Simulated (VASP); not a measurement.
Set up this calculation in VASP 6.6.1, as the native input.

| Item | Value |
| --- | --- |
| Task | relaxation of cell and atoms |
| Functional | PBEsol |
| Dispersion | D3(BJ) |
| Potentials or basis | VASP PAW PBE potentials, release 64 (Re) |
| Cutoff | 600 eV |
| k mesh | 11 × 11 × 6 |
| Occupations | fermi-dirac, width 0.05 eV |
| Spin | no spin polarisation |
| Dipole correction | no |
| Further INCAR settings | ALGO = Normal; EDIFF = 1e-07; IBRION = 2; EDIFFG = -0.01; NSW = 60; ISIF = 3 |

The structure of Re lies in POSCAR:

```
Re
1.0
    2.7608000000      0.0000000000      0.0000000000
   -1.3804000000      2.3909229348      0.0000000000
    0.0000000000      0.0000000000      4.4582000000
Re
2
Direct
    0.6666666667      0.3333333333      0.7500000000
    0.3333333333      0.6666666667      0.2500000000
```

The input as run:

INCAR

```
PREC = Accurate
ENCUT = 600
EDIFF = 1E-7
ISMEAR = -1
SIGMA = 0.05
LREAL = F
LASPH = T
NELM = 80
ALGO = Normal
ISIF = 3
LWAVE = F
LCHARG = F
GGA = PS
IVDW = 12
IBRION = 2
NSW = 60
EDIFFG = -0.01
```

KPOINTS

```
Automatic mesh
0
Gamma
  11 11 6
```

Potentials or basis: VASP PAW PBE potentials, release 64 (Re).

Run with:

```console
$ cat potpaw_PBE.64/Re/POTCAR > POTCAR
$ mpirun -np 1 vasp_std > vasp.out
```

Results of the run:

- Relaxed volume: 14.28 Å³/atom
- Relaxed cell: a = 2.733 Å, b = 2.733 Å, c = 4.414 Å, α = 90.00°, β = 90.00°, γ = 120.00°
- Space group after relaxing (to 0.1 Å): P6_3/mmc (No. 194)
- Energy gained by relaxing: 16.2 meV/atom
- Ionic steps: 7
- Pressure after relaxing: 0.0 GPa
- Band gap on the k mesh: zero (bands 7 and 8 overlap by 3.24 eV)
- Dispersion energy per atom: -0.707 eV

Caveat: the PAW data sets were made with another functional, which shifts forces and pressure a little; spin-orbit coupling is left out, which moves the levels of the heavy elements.

It took 110 s on 1 thread of Intel Xeon 8259CL, with other jobs on the host, peak memory 0.19 GiB.
